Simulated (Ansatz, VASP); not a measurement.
# InAgTe2: VASP beside Ansatz

```
In Ag Te
1.0
     7.79815    0.00000    0.00000
     2.43474    7.40832    0.00000
    -5.11645   -3.70416    4.57300
In Ag Te
2 2 4
Direct
  0.50000 0.50000 0.00000
  0.25000 0.75000 0.50000
  0.00000 0.00000 0.00000
  0.75000 0.25000 0.50000
  0.37500 0.38680 0.51180
  0.61320 0.12500 0.98820
  0.87500 0.86320 0.48820
  0.13680 0.62500 0.01180
```

Alike in both runs: task relaxation of cell and atoms; functional PBE; k mesh 6 × 6 × 6; no spin polarisation.

|  | VASP | Ansatz |
| --- | --- | --- |
| version | VASP 6.6.1 | Ansatz 0.2.0 |
| potentials or method | VASP PAW PBE potentials, release 64 (In_d, Ag, Te), cutoff 500 eV | plane waves, PAW |
| occupations | methfessel-paxton of order 1, width 0.00819 eV | cold, width 0.15 eV |
| valence electrons in the cell | 72 | 128 |

|  | VASP | Ansatz | Ansatz less VASP |
| --- | --- | --- | --- |
| relaxed volume (Å³/atom) | 34.94 | 35.05 | +0.105 |
| relaxed cell length with the largest relative difference (Å) | 7.947 | 7.988 | +0.0412 |

VASP's potentials hold 72 valence electrons a cell and Ansatz's 128, so a difference there can come from the potentials and not from the codes.

Spin-orbit coupling is off throughout.
